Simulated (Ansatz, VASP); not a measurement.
**One calculation of LaHg2, two programs**

The input INCAR:

```
SYSTEM = LaHg2
ALGO = Normal
EDIFF = 1E-6
ENCUT = 520
ISIF = 2
ISMEAR = -1
LASPH = .TRUE.
LCHARG = .TRUE.
LELF = .TRUE.
LREAL = .FALSE.
LVHAR = .TRUE.
LWAVE = .FALSE.
NBANDS = 24
NELM = 60
PREC = Accurate
SIGMA = 0.08
```

The input KPOINTS:

```
k-points
0
G
  8 8 9
  0 0 0
```

POSCAR

```
LaHg2
1.0
    4.9744701648      0.0000000000      0.0000000000
   -2.4872350825      4.3080175332      0.0000000000
    0.0000000000      0.0000000000      3.6520931121
La Hg
1 2
Direct
    0.0000000000      0.0000000000      0.0000000000
    0.3333333333      0.6666666667      0.5000000000
    0.6666666667      0.3333333333      0.5000000000
```

Input for Ansatz:

```yaml
crystal:
  lattice:
    - [4.9744701648, 0.0, 0.0]
    - [-2.4872350825, 4.3080175332, 0.0]
    - [0.0, 0.0, 3.6520931121]
  atoms:
    - { symbol: La, position: [0.0, 0.0, 0.0] }
    - { symbol: Hg, position: [0.3333333333, 0.6666666667, 0.5] }
    - { symbol: Hg, position: [0.6666666667, 0.3333333333, 0.5] }
kpoints:
  mp_grid: { grid: [8, 8, 9] }
  band_path:
    path:
      - [0.0, 0.0, 0.0]
      - [0.5, 0.0, 0.0]
      - [0.3333333333, 0.3333333333, 0.0]
      - [0.0, 0.0, 0.0]
      - [0.0, 0.0, 0.5]
      - [0.5, 0.0, 0.5]
      - [0.3333333333, 0.3333333333, 0.5]
      - [0.0, 0.0, 0.5]
      - [0.5, 0.0, 0.5]
    npoints: 5
scf:
  occupations: { method: fermi_dirac, width: 0.08 }
hamiltonian:
  xc: lda
  pseudopotentials: { kind: all_electron, lapw: { basis_error: 0.001 } }
output:
  forces: true
  stress: true
  eigenvalues: true
```

Change from the starting cell: volume scaled by 1.01.

Alike in both runs: task single point; functional LDA; k mesh 8 × 8 × 9; occupations fermi-dirac, width 0.08 eV; no spin polarisation.

```csv
,VASP,Ansatz
version,VASP 6.6.1,Ansatz 0.2.0
potentials or method,"VASP PAW LDA potentials, release 64 (La, Hg), cutoff 520 eV","all-electron LAPW, scalar-relativistic"
```

|  | VASP | Ansatz | Ansatz less VASP |
| --- | --- | --- | --- |
| pressure (GPa) | -3.2 | -3.6 | -0.39 |
| traceless stress, the component that is largest in VASP (GPa) | -0.65 | -0.39 | +0.262 |

LDA's correlation is that of Perdew and Zunger in VASP and of Perdew and Wang (1992) in Ansatz. Ansatz ran all-electron here, and VASP with PAW potentials.

Neither program's run includes spin-orbit coupling.
